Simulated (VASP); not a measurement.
A run of VASP 6.6.1 is set up as follows.

Contents of INCAR:

```
PREC = Accurate
ENCUT = 450
EDIFF = 1E-7
ISMEAR = 0
SIGMA = 0.1
LREAL = F
LASPH = T
NELM = 120
ALGO = Normal
ISIF = 2
LWAVE = F
LCHARG = F
LDIPOL = T
IDIPOL = 3
DIPOL = 0.5 0.5 0.500
GGA = PE
IBRION = 2
NSW = 70
EDIFFG = -0.03
GGA_COMPAT = F
NELMIN = 4
NELMDL = -8
```

The input KPOINTS:

```
regular mesh
0
Gamma
  12 12 1
```

Contents of POSCAR:

```
Ti
1.0
    2.9075446923      0.0000000000      0.0000000000
   -1.4537723462      2.5180075662      0.0000000000
    0.0000000000      0.0000000000     18.7480006004
Ti
3
Selective dynamics
Direct
    0.6666666667      0.3333333333      0.3733731478  F F F
    0.3333333333      0.6666666667      0.5000000000  T T T
    0.0000000000      0.0000000000      0.6266268522  T T T
```

Potentials or basis: VASP PAW PBE potentials, release 64 (Ti_sv).

Run with:

```console
$ cat potpaw_PBE.64/Ti_sv/POTCAR > POTCAR
$ mpirun -np 1 vasp_std > vasp.out
```

Task: Estimate the energy gained by relaxing.

Result: 21.3 meV/atom.

Task: What does it give for the band gap on the k mesh?

Result: Zero (bands 18 and 19 overlap by 0.94 eV).

Final structure:
```
Ti
1.0
     2.90754    0.00000    0.00000
    -1.45377    2.51801    0.00000
     0.00000    0.00000   18.74800
Ti
3
Cartesian
  1.4538 0.8393 7.0000
  0.0000 1.6787 9.2439
  -1.4538 2.5180 11.4908
```
